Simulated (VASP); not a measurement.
B4CCl6O: single point with PBE

B4CCl6O:

```xyz
12
Lattice="5.4071 3.1218 2.4727 -5.4071 3.1218 2.4727 0.0000 -6.2435 2.4727" Properties=species:S:1:pos:R:3 pbc="T T T"
B     0.0000    0.0000    2.2467
B     0.0000    1.6268    1.7335
B    -1.4088   -0.8134    1.7335
B     1.4088   -0.8134    1.7335
C     0.0000    0.0000    3.7467
Cl    0.0000   -4.1971    2.5086
Cl    3.6348    2.0985    2.5086
Cl   -3.6348    2.0985    2.5086
Cl    0.0000    2.9524    2.8866
Cl   -2.5569   -1.4762    2.8866
Cl    2.5569   -1.4762    2.8866
O     0.0000    0.0000    4.8756
```

```json
{"Program": "VASP 6.6.1", "Task": "single point", "Functional": "PBE", "Potentials or basis": "VASP PAW PBE potentials, release 64 (B_h, C_h, Cl, O_h)", "Cutoff": "1340 eV", "k mesh": "4 × 4 × 4", "Occupations": "fermi-dirac, width 0.02 eV", "Spin": "no spin polarisation", "Dipole correction": "no", "Further INCAR settings": "ALGO = Normal; EDIFF = 1e-06; NBANDS = 44"}
```

The pressure is 1.8 GPa. The largest force is 1.155 eV/Å and the band gap on the k mesh is 4.00 eV (least direct gap 4.07 eV).

Forces in eV/Å, atoms in the order of the input:
```
B    0.000  0.000  0.078
B    0.000  0.022 -0.018
B   -0.019 -0.011 -0.018
B    0.019 -0.011 -0.018
C    0.000  0.000 -1.155
Cl   0.000 -0.008  0.044
Cl   0.007  0.004  0.044
Cl  -0.007  0.004  0.044
Cl   0.000 -0.035 -0.021
Cl   0.030  0.018 -0.021
Cl  -0.030  0.018 -0.021
O    0.000  0.000  1.063
```

Stress tensor (GPa, compression positive):
```
1.58 0.00 0.00
0.00 1.58 0.00
0.00 0.00 2.10
```

Levels at points of the mesh, in eV from the valence-band top:
```
           k point  band 30  band 31  band 32  band 33  band 34  band 35
(0.00, 0.00, 0.00)    -0.54    -0.21    -0.21     4.29     4.29     4.51
(0.50, 0.00, 0.00)    -0.49    -0.18    -0.04     4.03     4.15     4.56
(0.50, 0.50, 0.00)    -0.53    -0.22    -0.01     4.09     4.16     4.47
(0.50, 0.50, 0.50)    -0.54     0.00     0.00     4.22     4.22     4.71
```

Run time: 18 min on 1 thread of Intel(R) Xeon(R) Platinum 8259CL CPU @ 2.50GHz (Skylake/Cascade Lake), with other jobs on the host, peak memory 1.3 GiB.

Caveat: forces of over 1 eV/Å act on the atoms, so gaps and moduli don't describe the material at rest. A k mesh can miss the band edges.
